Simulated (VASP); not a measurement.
Wanted: the native input for a VASP 6.6.1 run.

```
Task                   : single point
Functional             : PBEsol
Potentials or basis    : VASP PAW PBE potentials, release 64 (Mg)
Cutoff                 : 600 eV
k mesh                 : 18 × 18 × 10
Occupations            : gaussian, width 0.1 eV
Spin                   : no spin polarisation
Dipole correction      : no
Further INCAR settings : ALGO = Normal; EDIFF = 1e-06; NBANDS = 9
```

The structure of Mg lies in POSCAR:

```
Mg
1.0
    2.8008296436      0.0000000000      0.0000000000
   -1.4004148218      2.4255896230      0.0000000000
    0.0000000000      0.0000000000      4.5227193584
Mg
2
Direct
    0.3333333333      0.6666666667      0.2500000000
    0.6666666667      0.3333333333      0.7500000000
```

One way to write it, as run:

INCAR

```
SYSTEM = Mg
PREC     = Accurate       ! precision mode
ENCUT    = 600            ! plane-wave cutoff, eV
EDIFF    = 1E-6           ! SCF threshold, eV
ISMEAR   = 0              ! smearing method
SIGMA    = 0.1            ! smearing width, eV
LREAL    = .FALSE.        ! projectors in reciprocal space
LASPH    = .TRUE.         ! aspherical terms in the spheres
NELM     = 120            ! most SCF steps
ALGO     = Normal         ! electronic algorithm
ISIF     = 2              ! what is computed and relaxed
LWAVE    = .FALSE.        ! write WAVECAR
LCHARG   = .FALSE.        ! write CHGCAR
GGA      = PS             ! functional
NBANDS   = 9              ! bands
GGA_COMPAT= .FALSE.
```

KPOINTS

```
regular mesh
0
G
  18 18 10
  0 0 0
```

Potentials or basis: VASP PAW PBE potentials, release 64 (Mg).

Run with:

```sh
$ cat potpaw_PBE.64/Mg/POTCAR > POTCAR
$ mpirun -np 1 vasp_std > vasp.out
```

It gave:

* Pressure: 30.5 GPa
* Band gap on the k mesh: zero (bands 2 and 3 overlap by 2.15 eV)

Caveat: the cell stands under pressure; the PAW data sets were made with another functional, which shifts forces and pressure a little.

It took 20 s on 1 thread of Intel(R) Xeon(R) Platinum 8559C (Emerald Rapids), with other jobs on the host, peak memory 0.2 GiB.
